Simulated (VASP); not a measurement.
A run of VASP 6.6.1 is set up as follows.

Contents of INCAR:

```
SYSTEM = NaF
ALGO = Normal
EDIFF = 1E-6
ENCUT = 520
GGA = PS
ISIF = 2
ISMEAR = -1
LASPH = .TRUE.
LCHARG = .FALSE.
LREAL = .FALSE.
LWAVE = .FALSE.
NBANDS = 14
NELM = 100
PREC = Accurate
SIGMA = 0.03
```

KPOINTS

```
k-points
0
G
  9 9 9
  0 0 0
```

The input POSCAR:

```
NaF
1.0
    0.0000000000      2.3200000000      2.3200000000
    2.3200000000      0.0000000000      2.3200000000
    2.3200000000      2.3200000000      0.0000000000
Na F
1 1
Direct
   -0.0750000000     -0.0750000000      0.0750000000
    0.5750000000      0.5750000000      0.4250000000
```

Potentials or basis: VASP PAW PBE potentials, release 64 (Na_pv, F).

The run is started by

```sh
$ cat potpaw_PBE.64/Na_pv/POTCAR potpaw_PBE.64/F/POTCAR > POTCAR
$ mpirun -np 1 vasp_std > vasp.out
```

Question: Estimate the largest force.

Answer: 9.243 eV/Å.

Question: Estimate the pressure.

Answer: 29.0 GPa.

Stress tensor (GPa, compression positive):
```
-2.83  0.00  0.00
 0.00 -2.83  0.00
 0.00  0.00 92.78
```

Caveat: the cell differs from its parent crystal (shortest bond scaled by 0.7); the PAW data sets were made with another functional, which shifts forces and pressure a little.
